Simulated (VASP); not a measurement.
# TiO2 (P4_2/nmc) in VASP: notebook, part 2 of 2

VASP 6.6.1.

## Step 4: Relaxation of cell and atoms, PBE

This run uses another cell than the first one, of 9.96 Å³/atom.

The input, INCAR:

```
SYSTEM = TiO2
PREC = Accurate
ENCUT = 600
EDIFF = 1E-6
ISMEAR = -1
SIGMA = 0.02
LREAL = .FALSE.
LASPH = .TRUE.
NELM = 60
ALGO = Normal
ISIF = 3
LWAVE = .FALSE.
LCHARG = .FALSE.
GGA = PE
IBRION = 2
NSW = 80
EDIFFG = -0.005
```

The input, KPOINTS:

```
regular mesh
0
G
  6 6 6
  0 0 0
```

The input, POSCAR:

```
TiO2
1.0
    3.4528888400      0.0000000000      0.0000000000
    0.0000000000      3.4528888400      0.0000000000
    0.0000000000      0.0000000000      5.0113996600
Ti O
2 4
Direct
    0.0000000000      0.0000000000      0.0000000000
    0.5000000000      0.5000000000      0.5000000000
    0.0000000000      0.5000000000      0.3017749100
    0.0000000000      0.5000000000      0.8017749100
    0.5000000000      0.0000000000      0.6982250900
    0.5000000000      0.0000000000      0.1982250900
```

Potentials or basis: VASP PAW PBE potentials, release 64 (Ti_sv, O).

Command:

```console
$ cat potpaw_PBE.64/Ti_sv/POTCAR potpaw_PBE.64/O/POTCAR > POTCAR
$ mpirun -np 1 vasp_std > vasp.out
```

OUTCAR:

```text
SYSTEM = TiO2
   PREC = Accurate
   ENCUT = 600
   EDIFF = 1E-6
   ISMEAR = -1
   LREAL = .FALSE.
   LASPH = .TRUE.
   NELM = 60
   ISIF = 3
   GGA = PE
   IBRION = 2
   NSW = 80
   EDIFFG = -0.005

 ion  position               nearest neighbor table
   1  0.000  0.000  0.000-   4 1.99   6 1.99   4 1.99   6 1.99   3 2.30   5 2.30   5 2.30   3 2.30

   2  0.500  0.500  0.500-   3 1.99   5 1.99   5 1.99   3 1.99   4 2.30   6 2.30   6 2.30   4 2.30

   3  0.000  0.500  0.302-   2 1.99   2 1.99   1 2.30   1 2.30
   4  0.000  0.500  0.802-   1 1.99   1 1.99   2 2.30   2 2.30
   5  0.500  0.000  0.698-   2 1.99   2 1.99   1 2.30   1 2.30
   6  0.500  0.000  0.198-   1 1.99   1 1.99   2 2.30   2 2.30

  LATTYP: Found a simple tetragonal cell.
 ALAT       =     3.4528888400
 C/A-ratio  =     1.4513643190

  Lattice vectors:

 A1 = (   3.4528888400,   0.0000000000,   0.0000000000)
 A2 = (   0.0000000000,   3.4528888400,   0.0000000000)
 A3 = (   0.0000000000,   0.0000000000,   5.0113996600)

Analysis of symmetry for initial positions (statically):
=====================================================================
 Subroutine PRICEL returns:
 Original cell was already a primitive cell.

 Routine SETGRP: Setting up the symmetry group for a
 simple tetragonal supercell.

 Subroutine GETGRP returns: Found 16 space group operations
 (whereof  8 operations were pure point group operations)
 out of a pool of 16 trial point group operations.

The static configuration has the point symmetry D_2d.
 The point group associated with its full space group is D_4h.

Analysis of symmetry for dynamics (positions and initial velocities):
=====================================================================
 Subroutine PRICEL returns:
 Original cell was already a primitive cell.

 Routine SETGRP: Setting up the symmetry group for a
 simple tetragonal supercell.

 Subroutine GETGRP returns: Found 16 space group operations
 (whereof  8 operations were pure point group operations)
 out of a pool of 16 trial point group operations.

The dynamic configuration has the point symmetry D_2d.
 The point group associated with its full space group is D_4h.

 Subroutine INISYM returns: Found 16 space group operations
 (whereof  8 operations are pure point group operations),
 and found     1 'primitive' translations

----------------------------------------------------------------------------------------

                                     Primitive cell

  volume of cell :      59.7481

  direct lattice vectors                    reciprocal lattice vectors
     3.452888840  0.000000000  0.000000000     0.289612567  0.000000000  0.000000000
     0.000000000  3.452888840  0.000000000     0.000000000  0.289612567  0.000000000
     0.000000000  0.000000000  5.011399660     0.000000000  0.000000000  0.199545051

  length of vectors
     3.452888840  3.452888840  5.011399660     0.289612567  0.289612567  0.199545051

  position of ions in fractional coordinates (direct lattice)
     0.000000000  0.000000000  0.000000000
     0.500000000  0.500000000  0.500000000
     0.000000000  0.500000000  0.301774910
[... 75 lines left out ...]
   PREC   = accura    normal or accurate (medium, high low for compatibility)
   ISTART =      0    job   : 0-new  1-cont  2-samecut
   ICHARG =      2    charge: 1-file 2-atom 10-const
   ISPIN  =      1    spin polarized calculation?
   LNONCOLLINEAR =      F non collinear calculations
   LSORBIT =      F    spin-orbit coupling
   LASPH  =      T    aspherical Exc in radial PAW
   ENCUT  =  600.0 eV  44.10 Ry    6.64 a.u.   6.90  6.90 10.01*2*pi/ulx,y,z
   NELM   =     60;   NELMIN=  2; NELMDL= -5     # of ELM steps
   EDIFF  = 0.1E-05   stopping-criterion for ELM
   LREAL  =      F    real-space projection
   EDIFFG = -.5E-02   stopping-criterion for IOM
   NSW    =     80    number of steps for IOM
   IBRION =      2    ionic relax: 0-MD 1-quasi-New 2-CG
   NFREE  =      1    steps in history (QN), initial steepest desc. (CG)
   ISIF   =      3    stress and relaxation
   ISYM   =      2    0-nonsym 1-usesym 2-fastsym
   POTIM  = 0.5000    time-step for ionic-motion
   TEBEG  =    0.0;   TEEND  =   0.0 temperature during run
   PSTRESS=    0.0 pullay stress
   NELECT =      48.0000    total number of electrons
   NUPDOWN=      -1.0000    fix difference up-down
   EMIN   =  10.00;   EMAX   =-10.00  energy-range for DOS
   EFERMI =   0.00;   METHOD = LEGACY
   ISMEAR =    -1;   SIGMA  =   0.02  broadening in eV -4-tet -1-fermi 0-gaus
   EFERMI_NEDOS =   21; number of points for ismear=-14 and -15
   IALGO  =     38    algorithm
   IMIX   =      4    mixing-type and parameters
     AMIX     =   0.40;   BMIX     =  1.00
     AMIX_MAG =   1.60;   BMIX_MAG =  1.00
  volume/ion in A,a.u.               =       9.96        67.20
  Fermi-wavevector in a.u.,A,eV,Ry     =   1.521880  2.875937 31.512721  2.316120
  Thomas-Fermi vector in A             =   2.630535
   LORBIT       =      0    0 simple, 1 ext, 2 COOP (PROOUT), +10 PAW based schemes
   GGA     = PE    functional components
   LHFCALC =     F    Hartree Fock is set to
   AEXX    =    0.0000 exact exchange contribution
   IVDW    =     0    specifies the selected vdW correction
   LEPSILON=     F    determine dielectric tensor
   LRPA    =     F    only Hartree local field effects (RPA)
 conjugate gradient relaxation of ions
 non-spin polarized calculation
  energy-cutoff  :      600.00
  volume of cell :       59.75
 maximum number of plane-waves:      2032
 NGX is ok and might be reduce to    28
   NGX = 13   NGY = 13   NGZ = 21

--------------------------------------- Ionic step        1  -------------------------------------------

 number of electron      47.9999973 magnetization

 Free energy of the ion-electron system (eV)
  ---------------------------------------------------
  ext. energy  EPLUGINS =         0.00000000
  ---------------------------------------------------
  free energy    TOTEN  =       -52.64384757 eV

  energy without entropy =      -52.64384757  energy(sigma->0) =      -52.64384757

------------------------ aborting loop because EDIFF is reached ----------------------------------------

  FORCE on cell =-STRESS in cart. coord.  units (eV):
  Direction    XX          YY          ZZ          XY          YZ          ZX
  --------------------------------------------------------------------------------------
  -------------------------------------------------------------------------------------
  Total       -3.8083225     -3.8083225     -2.3730098      0.0000000      0.0000000     -0.0000000
  in kB     -102.1221769   -102.1221769    -63.6335090      0.0000000      0.0000000     -0.0000000
  external PRESSURE =     -89.2926209 kB  Pullay stress =       0.0000000 kB
[... 101 lines left out ...]
  FREE ENERGIE OF THE ION-ELECTRON SYSTEM (eV)
  ---------------------------------------------------
  free  energy   TOTEN  =       -52.7711889213 eV

  energy  without entropy=      -52.7711889213  energy(sigma->0) =      -52.77118892

[... ionic steps 4 to 20 ...]

--------------------------------------- Ionic step       21  -------------------------------------------

 number of electron      47.9999995 magnetization

------------------------ aborting loop because EDIFF is reached ----------------------------------------
[... 75 lines left out ...]
--------------------------------------- Ionic step       23  -------------------------------------------

 number of electron      47.9999996 magnetization

 Free energy of the ion-electron system (eV)
  ---------------------------------------------------
  ext. energy  EPLUGINS =         0.00000000
  ---------------------------------------------------
  free energy    TOTEN  =       -53.03701741 eV

  energy without entropy =      -53.03701741  energy(sigma->0) =      -53.03701741

 E-fermi :   5.4849     XC(G=0): -11.6159

 val. band max:        4.9515921334   @ k =   0.0000   0.0000   0.5000
 cond. band min:       7.4551926558   @ k =   0.0000   0.0000   0.0000
 fundamental gap:      2.5036005225
 Fermi energy:         5.4848948766

 k-point     1 :       0.0000    0.0000    0.0000
  band No.  band energies     occupation
      1     -51.5613      2.00000
      2     -51.5477      2.00000
      3     -27.9426      2.00000
      4     -27.8000      2.00000
      5     -27.7234      2.00000
      6     -27.7234      2.00000
[... 733 lines left out ...]
     27       8.4815      0.00000
     28       8.4815      0.00000

 [... further k-points ...]

------------------------ aborting loop because EDIFF is reached ----------------------------------------

  FORCE on cell =-STRESS in cart. coord.  units (eV):
  Direction    XX          YY          ZZ          XY          YZ          ZX
  --------------------------------------------------------------------------------------
  -------------------------------------------------------------------------------------
  Total       -0.0204620     -0.0204620      0.0052160      0.0000000      0.0000000      0.0000000
  in kB       -0.5364058     -0.5364058      0.1367360      0.0000000      0.0000000      0.0000000
  external PRESSURE =      -0.3120252 kB  Pullay stress =       0.0000000 kB
[... 21 lines left out ...]
  FREE ENERGIE OF THE ION-ELECTRON SYSTEM (eV)
  ---------------------------------------------------
  free  energy   TOTEN  =       -53.0370174099 eV

  energy  without entropy=      -53.0370174099  energy(sigma->0) =      -53.03701741

 reached required accuracy - stopping structural energy minimisation
```

OSZICAR:

```text
N       E                     dE             d eps       ncg     rms          rms(c)
DAV:   1     0.708014275145E+03    0.70801E+03   -0.27184E+04  2240   0.225E+03
DAV:   2     0.683997457790E+02   -0.63961E+03   -0.61903E+03  2300   0.623E+02
DAV:   3    -0.660595164218E+02   -0.13446E+03   -0.13092E+03  3540   0.226E+02
[... 210 lines left out ...]
DAV:   1    -0.530370565222E+02   -0.50301E-04   -0.17005E-02  2560   0.980E-01    0.611E-02
DAV:   2    -0.530370292694E+02    0.27253E-04   -0.51346E-04  2568   0.192E-01    0.301E-02
DAV:   3    -0.530370169018E+02    0.12368E-04   -0.81003E-05  2920   0.606E-02    0.105E-02
DAV:   4    -0.530370169761E+02   -0.74238E-07   -0.14826E-05  3100   0.257E-02    0.894E-03
DAV:   5    -0.530370174099E+02   -0.43384E-06   -0.16606E-06  1456   0.139E-02
  23 F= -.53037017E+02 E0= -.53037017E+02  d E =-.403430E-04
```

Run time: 7.4 min. Hardware: 1 thread of Intel Xeon 6975P-C (Granite Rapids), shared host; peak memory 0.22 GiB.

What came out:

```
Free energy                           : -53.0370 eV
Relaxed volume                        : 10.19 Å³/atom
Relaxed cell                          : a = 3.393 Å, b = 3.393 Å, c = 5.310 Å, α = 90.00°, β = 90.00°, γ = 90.00°
Space group after relaxing (to 0.1 Å) : P4_2/nmc (No. 137)
Energy gained by relaxing             : 65.5 meV/atom
Ionic steps                           : 23
Pressure after relaxing               : 0.0 GPa
Band gap on the k mesh                : 2.50 eV (least direct gap 2.52 eV)
```

Forces on the atoms (eV/Å):
```
Ti   0.000  0.000  0.000
Ti   0.000  0.000  0.000
O    0.000  0.000 -0.003
O    0.000  0.000 -0.003
O    0.000  0.000  0.003
O    0.000  0.000  0.003
```

Step by step:
```
step  energy change (eV)  largest force (eV/Å)  pressure (GPa)  volume (Å³)
   1              0.0000                0.8203           -8.93        59.75
   2             -0.0671                0.3874           13.27        55.07
   3             -0.1273                0.5961            3.34        56.90
   4             -0.2166                0.4615            3.22        57.36
   5             -0.3458                0.0484            4.62        58.58
   6             -0.3375                0.3105           -7.06        62.23
   7             -0.3732                0.1184           -1.14        60.25
   8             -0.3866                0.1322           -0.30        60.49
   9             -0.3873                0.1356           -0.03        60.56
  10             -0.3913                0.0386            0.73        60.61
  11             -0.3917                0.0056            1.11        60.63
  12             -0.3925                0.0025           -0.60        61.24
  13             -0.3929                0.0046            0.05        61.00
  14             -0.3931                0.0052           -0.01        61.04
  15             -0.3931                0.0136           -0.06        61.07
  16             -0.3931                0.0171           -0.11        61.09
  17             -0.3931                0.0153           -0.09        61.08
  18             -0.3931                0.0143           -0.08        61.07
  19             -0.3931                0.0068            0.11        61.05
  20             -0.3931                0.0086            0.07        61.05
  21             -0.3932                0.0049            0.09        61.07
  22             -0.3932                0.0070            0.02        61.14
  23             -0.3932                0.0029           -0.03        61.12
```

Final structure:
```
Ti O
1.0
     3.39273    0.00000    0.00000
     0.00000    3.39273    0.00000
     0.00000    0.00000    5.30968
Ti O
2 4
Direct
  0.00000 0.00000 0.00000
  0.50000 0.50000 0.50000
  0.00000 0.50000 0.34097
  0.00000 0.50000 0.84097
  0.50000 0.00000 0.65903
  0.50000 0.00000 0.15903
```

Levels at points of the mesh, in eV from the valence-band top:
| k point | band 21 | band 22 | band 23 | band 24 | band 25 | band 26 | band 27 | band 28 |
| --- | --- | --- | --- | --- | --- | --- | --- | --- |
| (0.00, 0.00, 0.00) | -2.07 | -0.47 | -0.02 | -0.02 | 2.50 | 2.88 | 3.33 | 4.64 |
| (0.50, 0.00, 0.00) | -1.26 | -1.26 | -0.38 | -0.38 | 2.86 | 2.86 | 3.75 | 3.75 |
| (0.50, 0.50, 0.00) | -1.02 | -1.02 | -0.58 | -0.58 | 2.71 | 2.71 | 3.30 | 3.30 |
| (0.00, 0.00, 0.50) | -1.57 | -1.57 | 0.00 | 0.00 | 2.69 | 2.69 | 3.84 | 3.84 |
| (0.50, 0.00, 0.50) | -1.79 | -1.79 | -0.61 | -0.61 | 2.74 | 2.74 | 3.46 | 3.46 |
| (0.50, 0.50, 0.50) | -1.97 | -1.97 | -0.38 | -0.38 | 3.06 | 3.06 | 3.60 | 3.60 |

## Step 5: The runs side by side

```tsv
task	level	cell	k mesh	cutoff (eV)	smearing	gap on the mesh (eV)	pressure (GPa)	largest force (eV/Å)
single point	r2SCAN	a = 3.367, b = 3.367, c = 5.205 Å, 6 atoms, atomic positions A	8 × 8 × 4	520	fermi-dirac 0.02 eV	2.95	1.5	0.10
single point	r2SCAN	a = 3.367, b = 3.367, c = 5.205 Å, 6 atoms, atomic positions A	8 × 8 × 6	520	gaussian 0.01 eV	2.95	1.5	0.10
relaxation of cell and atoms	PBE	relaxed from a = 3.453, b = 3.453, c = 5.011 Å, 6 atoms, atomic positions B	6 × 6 × 6	600	fermi-dirac 0.02 eV	2.50	0.0	-
```

Alike in all rows: potentials or basis VASP PAW PBE potentials, release 64 (Ti_sv, O); no spin polarisation.

Caveats: the PAW data sets were made with another functional, which shifts forces and pressure a little (at least some runs).

Total energies depend on the potentials used, so only differences within one code and one set of settings carry meaning.
